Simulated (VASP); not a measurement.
Wanted: the native input for a VASP 6.6.1 run.

| Property | Result |
| --- | --- |
| Task | single point |
| Functional | PBE |
| Potentials or basis | VASP PAW PBE potentials, release 64 (Li_sv, Nb_sv, O) |
| Cutoff | 520 eV |
| k mesh | 6 × 6 × 6 |
| Occupations | gaussian, width 0.05 eV |
| Spin | no spin polarisation |
| Dipole correction | no |
| Further INCAR settings | ALGO = Normal; EDIFF = 1e-07; NBANDS = 45 |

The structure of LiNbO3 lies in POSCAR:

```
LiNbO3
1.0
    2.6790728730      1.5467634444      4.5235252436
   -2.6790728730      1.5467634444      4.5235252436
    0.0000000000     -3.0935268888      4.5235252436
Li Nb O
2 2 6
Direct
    0.2815913687      0.2815913687      0.2815913687
    0.7815913687      0.7815913687      0.7815913687
    0.0004900497      0.0004900497      0.0004900497
    0.5004900497      0.5004900497      0.5004900497
    0.1104619503      0.3580262714      0.7211003599
    0.7211003599      0.1104619503      0.3580262714
    0.3580262714      0.7211003599      0.1104619503
    0.2211003599      0.8580262714      0.6104619503
    0.8580262714      0.6104619503      0.2211003599
    0.6104619503      0.2211003599      0.8580262714
```

These files were run (other wordings do the same):

INCAR

```
PREC = Accurate ; ENCUT = 520
EDIFF = 1E-7 ; ISMEAR = 0
SIGMA = 0.05 ; LREAL = False
LASPH = True ; NELM = 100
ALGO = Normal ; ISIF = 2
LWAVE = False ; LCHARG = True
GGA = PE ; LELF = True
LVHAR = True ; NBANDS = 45
```

KPOINTS

```
Automatic mesh
0
Gamma
  6 6 6
```

Potentials or basis: VASP PAW PBE potentials, release 64 (Li_sv, Nb_sv, O).

Command:

```sh
$ cat potpaw_PBE.64/Li_sv/POTCAR potpaw_PBE.64/Nb_sv/POTCAR potpaw_PBE.64/O/POTCAR > POTCAR
$ mpirun -np 1 vasp_std > vasp.out
```

Results of the run:

```json
{"Largest force": "0.581 eV/Å", "Band gap on the k mesh": "3.32 eV (least direct gap 3.40 eV)"}
```

It took 3.3 min on 1 thread of Intel(R) Xeon(R) Platinum 8488C (Sapphire Rapids), on a shared host, peak memory 0.32 GiB.
